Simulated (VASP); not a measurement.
A run of VASP 6.6.1 is set up as follows.

File INCAR:

```
PREC = Accurate ; ENCUT = 500
EDIFF = 1E-6 ; ISMEAR = 0
SIGMA = 0.1 ; LREAL = False
LASPH = True ; NELM = 200
ALGO = Normal ; ISIF = 2
LWAVE = False ; LCHARG = False
GGA = PE ; NBANDS = 16
GGA_COMPAT = False ; LMAXMIX = 6
```

KPOINTS

```
regular mesh
0
Gamma
  6 6 4
```

POSCAR

```
Dy2H
1.0
    3.6597713729      0.0000000000      0.0000000000
    0.0000000000      3.6597713729      0.0000000000
    0.0000000000      0.0000000000      5.1430731903
Dy H
2 1
Direct
    0.0000000000      0.5000000000      0.7642347766
    0.5000000000      0.0000000000      0.2357652234
    0.0000000000      0.0000000000      0.0000000000
```

Potentials or basis: VASP PAW PBE potentials, release 64 (Dy_3, H), 4f in core.

Launch:

```console
$ cat potpaw_PBE.64/Dy_3/POTCAR potpaw_PBE.64/H/POTCAR > POTCAR
$ mpirun -np 1 vasp_std > vasp.out
```

(1) What does it give for the pressure?

(2) Predict the largest force.

Answers

(1) -0.2 GPa.

(2) 0.040 eV/Å.
